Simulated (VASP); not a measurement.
Set up this calculation in VASP 6.6.1, as the native input.

```
Task                   : single point
Functional             : PBEsol
Potentials or basis    : VASP PAW PBE potentials, release 64 (Ga_d, Se)
Cutoff                 : 520 eV
k mesh                 : 1 × 1 × 1
Occupations            : gaussian, width 0.1 eV
Spin                   : no spin polarisation
Dipole correction      : no
Further INCAR settings : ALGO = Normal; EDIFF = 1e-06; NBANDS = 30
```

The structure of Ga3Se lies in POSCAR:

```
Ga3Se
1.0
    4.4324650000      0.0000000000      0.0000000000
    0.0000000000      4.4324650000      0.0000000000
    0.0000000000      0.0000000000      4.4324650000
Ga Se
3 1
Direct
    0.0000000000      0.5000000000      0.5000000000
    0.5000000000      0.0000000000      0.5000000000
    0.5000000000      0.5000000000      0.0000000000
    0.0000000000      0.0000000000      0.0000000000
```

One way to write it, as run:

INCAR

```
SYSTEM = Ga3Se
PREC = Accurate ; ENCUT = 520
EDIFF = 1E-6 ; ISMEAR = 0
SIGMA = 0.1 ; LREAL = .False.
LASPH = .True. ; NELM = 100
ALGO = Normal ; ISIF = 2
LWAVE = .False. ; LCHARG = .True.
GGA = PS ; LELF = .True.
LVHAR = .True. ; NBANDS = 30
```

KPOINTS

```
Automatic mesh
0
Gamma
  1 1 1
  0 0 0
```

Potentials or basis: VASP PAW PBE potentials, release 64 (Ga_d, Se).

Command:

```sh
$ cat potpaw_PBE.64/Ga_d/POTCAR potpaw_PBE.64/Se/POTCAR > POTCAR
$ mpirun -np 1 vasp_gam > vasp.out
```

It gave:

```json
{
  "Pressure": "4.5 GPa",
  "Band gap on the k mesh": "zero (an odd number of electrons rules out a gap without spin polarisation)"
}
```

Caveat: the k points lie up to 1.42 Å⁻¹ apart, too coarse for converged energies and pressures of a metal; the PAW data sets were made with another functional, which shifts forces and pressure a little.

Wall time 10 s on 1 thread of Intel Xeon 8259CL (shared host), peak memory 0.19 GiB.
